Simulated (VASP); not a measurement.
A run of VASP 6.6.1:

Contents of INCAR:

```
SYSTEM = Be
ALGO     = Fast           ! electronic algorithm
EDIFF    = 1E-7           ! SCF threshold, eV
ENCUT    = 520            ! plane-wave cutoff, eV
GGA      = PE             ! functional
ISIF     = 2              ! what is computed and relaxed
ISMEAR   = 0              ! smearing method
LASPH    = .TRUE.         ! aspherical terms in the spheres
LCHARG   = .TRUE.         ! write CHGCAR
LELF     = .TRUE.         ! ELF
LREAL    = .FALSE.        ! projectors in reciprocal space
LVHAR    = .TRUE.       
LWAVE    = .FALSE.        ! write WAVECAR
NBANDS   = 7              ! bands
NELM     = 80             ! most SCF steps
PREC     = Accurate       ! precision mode
SIGMA    = 0.05           ! smearing width, eV
```

File KPOINTS:

```
k-points
0
G
  15 15 15
  0 0 0
```

Contents of POSCAR:

```
Be
1.0
   -1.2531209513      1.2531209513      1.2531209513
    1.2531209513     -1.2531209513      1.2531209513
    1.2531209513      1.2531209513     -1.2531209513
Be
1
Direct
    0.0000000000      0.0000000000      0.0000000000
```

Potentials or basis: VASP PAW PBE potentials, release 64 (Be).

Launch:

```bash
$ cat potpaw_PBE.64/Be/POTCAR > POTCAR
$ mpirun -np 1 vasp_std > vasp.out
```

Hardware: 1 thread of Intel(R) Xeon(R) Platinum 8488C (Sapphire Rapids), on a shared host.

Problem. How long does it take, and how much memory?

Solution. It took 2.8 s on 1 thread of Intel(R) Xeon(R) Platinum 8488C (Sapphire Rapids) (shared host), peak memory 0.11 GiB. Counts: scf iterations 12, k points 120.
